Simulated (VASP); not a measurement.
# MgS in VASP: a series of runs

The runs below take MgS through single point, with PBE.

All numbers are computed with VASP 6.6.1; they aren't measurements. Logs are shortened: lines on timing, memory, paths and dates and some standing lists are left out, and cuts for length are marked.

**1. The cell of the first run**

The structure is tetragonal, space group I4/mmm (No. 139). The conventional cell has a = 3.608 Å, b = 3.608 Å, c = 5.411 Å, α = 90.00°, β = 90.00°, γ = 90.00°. Within 3.4 Å of Mg (site symmetry 4/mmm) lie 6 S at 2.55 to 2.71 Å. Within 3.4 Å of S (site symmetry 4/mmm) lie 6 Mg at 2.55 to 2.71 Å.

**2. Single point, PBE (z stretched by +4 % at fixed volume)**

INCAR

```
ALGO = Normal
EDIFF = 1E-7
ENCUT = 520
GGA = PE
ISIF = 2
ISMEAR = -1
LASPH = T
LCHARG = F
LREAL = F
LWAVE = F
NBANDS = 11
NELM = 80
PREC = Accurate
SIGMA = 0.03
```

KPOINTS

```
k-points
0
Gamma
  10 10 10
```

POSCAR

```
MgS
1.0
    0.0000000000      2.5511277149      2.7057160000
    2.5511277149      0.0000000000      2.7057160000
    2.5511277149      2.5511277149      0.0000000000
Mg S
1 1
Direct
    0.0000000000      0.0000000000      0.0000000000
    0.5000000000      0.5000000000      0.5000000000
```

Potentials or basis: VASP PAW PBE potentials, release 64 (Mg, S).

The run is started by

```console
cat potpaw_PBE.64/Mg/POTCAR potpaw_PBE.64/S/POTCAR > POTCAR
mpirun -np 1 vasp_std > vasp.out
```

OUTCAR:

```text
EDIFF = 1E-7
   ENCUT = 520
   GGA = PE
   ISIF = 2
   ISMEAR = -1
   LASPH = T
   LREAL = F
   NELM = 80
   PREC = Accurate

 ion  position               nearest neighbor table
   1  0.000  0.000  0.000-   2 2.55   2 2.55   2 2.55   2 2.55   2 2.71   2 2.71
   2  0.500  0.500  0.500-   1 2.55   1 2.55   1 2.55   1 2.55   1 2.71   1 2.71

  LATTYP: Found a body centered tetragonal cell.
 ALAT       =     3.6078394138
 C/A-ratio  =     1.4999093306

  Lattice vectors:

 A1 = (  -2.5511277149,   0.0000000000,   2.7057160000)
 A2 = (   2.5511277149,   0.0000000000,   2.7057160000)
 A3 = (   0.0000000000,   2.5511277149,  -2.7057160000)

Analysis of symmetry for initial positions (statically):
=====================================================================
 Subroutine PRICEL returns:
 Original cell was already a primitive cell.

 Routine SETGRP: Setting up the symmetry group for a
 body centered tetragonal supercell.

 Subroutine GETGRP returns: Found 16 space group operations
 (whereof 16 operations were pure point group operations)
 out of a pool of 16 trial point group operations.

The static configuration has the point symmetry D_4h.

Analysis of symmetry for dynamics (positions and initial velocities):
=====================================================================
 Subroutine PRICEL returns:
 Original cell was already a primitive cell.

 Routine SETGRP: Setting up the symmetry group for a
 body centered tetragonal supercell.

 Subroutine GETGRP returns: Found 16 space group operations
 (whereof 16 operations were pure point group operations)
 out of a pool of 16 trial point group operations.

The dynamic configuration has the point symmetry D_4h.

 Subroutine INISYM returns: Found 16 space group operations
 (whereof 16 operations are pure point group operations),
 and found     1 'primitive' translations

----------------------------------------------------------------------------------------

                                     Primitive cell

  volume of cell :      35.2190

  direct lattice vectors                    reciprocal lattice vectors
     0.000000000  2.551127715  2.705716000    -0.195991756  0.195991756  0.184793970
     2.551127715  0.000000000  2.705716000     0.195991756 -0.195991756  0.184793970
     2.551127715  2.551127715  0.000000000     0.195991756  0.195991756 -0.184793970

  length of vectors
     3.718756740  3.718756740  3.607839414     0.333128125  0.333128125  0.333128125

  position of ions in fractional coordinates (direct lattice)
     0.000000000  0.000000000  0.000000000
     0.500000000  0.500000000  0.500000000

  ion indices of the primitive-cell ions
   primitive index   ion index
                 1           1
                 2           2

----------------------------------------------------------------------------------------

 KPOINTS: k-points

Automatic generation of k-mesh.
 Grid dimensions read from file:
 generate k-points for:   10   10   10

 Generating k-lattice:

  Cartesian coordinates                     Fractional coordinates (reciprocal lattice)
    -0.019599176  0.019599176  0.018479397     0.100000000 -0.000000000  0.000000000
     0.019599176 -0.019599176  0.018479397    -0.000000000  0.100000000  0.000000000
     0.019599176  0.019599176 -0.018479397     0.000000000  0.000000000  0.100000000

  Length of vectors
     0.033312813  0.033312813  0.033312813

  Shift w.r.t. Gamma in fractional coordinates (k-lattice)
     0.000000000  0.000000000  0.000000000

 Subroutine IBZKPT returns following result:
 ===========================================

 Found    102 irreducible k-points:

 Following reciprocal coordinates:
            Coordinates               Weight
  0.000000  0.000000  0.000000      1.000000
  0.100000 -0.000000  0.000000      8.000000
  0.200000 -0.000000  0.000000      8.000000
  0.300000 -0.000000  0.000000      8.000000
  0.400000 -0.000000  0.000000      8.000000
  0.500000 -0.000000  0.000000      4.000000
[... 16 lines left out ...]
  0.300000  0.300000  0.000000      2.000000
  0.400000  0.300000  0.000000      8.000000
 [... further k-points ...]
   k-points           NKPTS =    102   k-points in BZ     NKDIM =    102   number of bands    NBANDS=     11
   number of dos      NEDOS =    301   number of ions     NIONS =      2
   total plane-waves  NPLWV =  21952
   dimension x,y,z NGX =    28 NGY =   28 NGZ =   28
   dimension x,y,z NGXF=    56 NGYF=   56 NGZF=   56
   ions per type =               1   1
   NGX,Y,Z   is equivalent  to a cutoff of  12.52, 12.52, 12.90 a.u.
   NGXF,Y,Z  is equivalent  to a cutoff of  25.03, 25.03, 25.80 a.u.
 SYSTEM =  unknown system
   PREC   = accura    normal or accurate (medium, high low for compatibility)
   ISTART =      0    job   : 0-new  1-cont  2-samecut
   ICHARG =      2    charge: 1-file 2-atom 10-const
   ISPIN  =      1    spin polarized calculation?
   LNONCOLLINEAR =      F non collinear calculations
   LSORBIT =      F    spin-orbit coupling
   LASPH  =      T    aspherical Exc in radial PAW
   ENCUT  =  520.0 eV  38.22 Ry    6.18 a.u.   6.91  6.91  6.71*2*pi/ulx,y,z
   NELM   =     80;   NELMIN=  2; NELMDL= -5     # of ELM steps
   EDIFF  = 0.1E-06   stopping-criterion for ELM
   LREAL  =      F    real-space projection
   EDIFFG = 0.1E-05   stopping-criterion for IOM
   NSW    =      0    number of steps for IOM
   IBRION =     -1    ionic relax: 0-MD 1-quasi-New 2-CG
   NFREE  =      0    steps in history (QN), initial steepest desc. (CG)
   ISIF   =      2    stress and relaxation
   ISYM   =      2    0-nonsym 1-usesym 2-fastsym
   POTIM  = 0.5000    time-step for ionic-motion
   TEBEG  =    0.0;   TEEND  =   0.0 temperature during run
   PSTRESS=    0.0 pullay stress
   NELECT =       8.0000    total number of electrons
   NUPDOWN=      -1.0000    fix difference up-down
   EMIN   =  10.00;   EMAX   =-10.00  energy-range for DOS
   EFERMI =   0.00;   METHOD = LEGACY
   ISMEAR =    -1;   SIGMA  =   0.03  broadening in eV -4-tet -1-fermi 0-gaus
   EFERMI_NEDOS =   21; number of points for ismear=-14 and -15
   IALGO  =     38    algorithm
   IMIX   =      4    mixing-type and parameters
     AMIX     =   0.40;   BMIX     =  1.00
     AMIX_MAG =   1.60;   BMIX_MAG =  1.00
  volume/ion in A,a.u.               =      17.61       118.83
  Fermi-wavevector in a.u.,A,eV,Ry     =   0.998878  1.887606 13.575323  0.997758
  Thomas-Fermi vector in A             =   2.131131
   LORBIT       =      0    0 simple, 1 ext, 2 COOP (PROOUT), +10 PAW based schemes
   GGA     = PE    functional components
   LHFCALC =     F    Hartree Fock is set to
   AEXX    =    0.0000 exact exchange contribution
   IVDW    =     0    specifies the selected vdW correction
   LEPSILON=     F    determine dielectric tensor
   LRPA    =     F    only Hartree local field effects (RPA)
 non-spin polarized calculation
  energy-cutoff  :      520.00
  volume of cell :       35.22
 maximum number of plane-waves:       970
   NGX = 13   NGY = 13   NGZ = 13

 number of electron       7.9999999 magnetization

 Free energy of the ion-electron system (eV)
  ---------------------------------------------------
  ext. energy  EPLUGINS =         0.00000000
  ---------------------------------------------------
  free energy    TOTEN  =        -8.47673632 eV

  energy without entropy =       -8.47673632  energy(sigma->0) =       -8.47673632

 E-fermi :   4.4269     XC(G=0):  -9.6832

 val. band max:        3.8614293479   @ k =   0.0000   0.0000   0.0000
 cond. band min:       6.4223563444   @ k =   0.5000   0.0000   0.5000
 fundamental gap:      2.5609269966
 Fermi energy:         4.4269080577

 k-point     1 :       0.0000    0.0000    0.0000
  band No.  band energies     occupation
      1      -8.9531      2.00000
      2       3.6404      2.00000
      3       3.6404      2.00000
      4       3.8614      2.00000
      5       7.4300      0.00000
      6      11.2895      0.00000
      7      11.9020      0.00000
      8      11.9020      0.00000
      9      13.6480      0.00000
     10      14.4712      0.00000
     11      15.8803      0.00000

 k-point     2 :       0.1000   -0.0000    0.0000
  band No.  band energies     occupation
      1      -8.8555      2.00000
      2       2.9725      2.00000
      3       3.5929      2.00000
      4       3.7192      2.00000
      5       8.0106      0.00000
      6      11.3313      0.00000
      7      11.7383      0.00000
      8      12.0958      0.00000
      9      13.2292      0.00000
     10      13.9264      0.00000
     11      16.3043      0.00000

 k-point     3 :       0.2000   -0.0000    0.0000
  band No.  band energies     occupation
      1      -8.5804      2.00000
      2       1.6034      2.00000
      3       3.4766      2.00000
      4       3.4996      2.00000
      5       8.6533      0.00000
      6      11.4379      0.00000
      7      11.5901      0.00000
      8      12.1717      0.00000
      9      13.4260      0.00000
     10      13.6587      0.00000
     11      15.9778      0.00000

 k-point     4 :       0.3000   -0.0000    0.0000
  band No.  band energies     occupation
      1      -8.1888      2.00000
      2       0.2586      2.00000
      3       3.2656      2.00000
      4       3.3461      2.00000
      5       8.5652      0.00000
      6      10.9343      0.00000
      7      11.5930      0.00000
      8      12.6439      0.00000
      9      14.7068      0.00000
     10      14.7169      0.00000
     11      15.4619      0.00000
[... 239 lines left out ...]
 k-point    22 :      -0.2000    0.2000    0.0000
  band No.  band energies     occupation
      1      -8.0328      2.00000
      2       0.2790      2.00000
      3       2.1843      2.00000
      4       3.4100      2.00000
      5       9.9961      0.00000
      6      10.9166      0.00000
      7      10.9945      0.00000
      8      11.7441      0.00000
      9      13.6350      0.00000
     10      17.3163      0.00000
     11      17.4350      0.00000

 k-point    23 :       0.3000    0.3000    0.0000
  band No.  band energies     occupation
      1      -8.0516      2.00000
      2       0.6821      2.00000
      3       2.6227      2.00000
      4       2.6227      2.00000
      5       8.0460      0.00000
      6       8.9648      0.00000
      7      12.5812      0.00000
      8      14.8948      0.00000
      9      14.8948      0.00000
     10      15.6130      0.00000
     11      19.8861      0.00000

 k-point    24 :       0.4000    0.3000    0.0000
  band No.  band energies     occupation
      1      -7.7827      2.00000
      2       0.1724      2.00000
      3       2.1419      2.00000
      4       2.4950      2.00000
      5       7.7874      0.00000
      6       9.0738      0.00000
      7      13.0284      0.00000
      8      14.4715      0.00000
      9      15.9635      0.00000
     10      17.0356      0.00000
     11      19.9622      0.00000

 [... further k-points ...]

------------------------ aborting loop because EDIFF is reached ----------------------------------------

  FORCE on cell =-STRESS in cart. coord.  units (eV):
  Direction    XX          YY          ZZ          XY          YZ          ZX
  --------------------------------------------------------------------------------------
  -------------------------------------------------------------------------------------
  Total        0.7288940      0.7288940     -0.5337291      0.0000000      0.0000000      0.0000000
  in kB       33.1587645     33.1587645    -24.2803470      0.0000000      0.0000000      0.0000000
  external PRESSURE =      14.0123940 kB  Pullay stress =       0.0000000 kB

 VOLUME and BASIS-vectors are now :
 -----------------------------------------------------------------------------
  energy-cutoff  :      520.00
  volume of cell :       35.22
      direct lattice vectors                 reciprocal lattice vectors
     0.000000000  2.551127715  2.705716000    -0.195991756  0.195991756  0.184793970
     2.551127715  0.000000000  2.705716000     0.195991756 -0.195991756  0.184793970
     2.551127715  2.551127715  0.000000000     0.195991756  0.195991756 -0.184793970

 POSITION                                       TOTAL-FORCE (eV/Angst)
 -----------------------------------------------------------------------------------
      0.00000      0.00000      0.00000         0.000000     -0.000000      0.000000
      2.55113      2.55113      2.70572        -0.000000      0.000000      0.000000
 -----------------------------------------------------------------------------------
    total drift:                                0.000000      0.000000      0.000000

  FREE ENERGIE OF THE ION-ELECTRON SYSTEM (eV)
  ---------------------------------------------------
  free  energy   TOTEN  =        -8.4767363243 eV

  energy  without entropy=       -8.4767363243  energy(sigma->0) =       -8.47673632
```

It took 21 s on 1 thread of Intel Xeon Platinum 8559C (Emerald Rapids), shared host; peak memory 0.18 GiB.

What came out:

```
Free energy            : -8.4767 eV
Pressure               : 1.4 GPa
Band gap on the k mesh : 2.56 eV, indirect (least direct gap 3.57 eV)
```

 A k mesh can miss the band edges.

(Continued in part 2 of 2.)
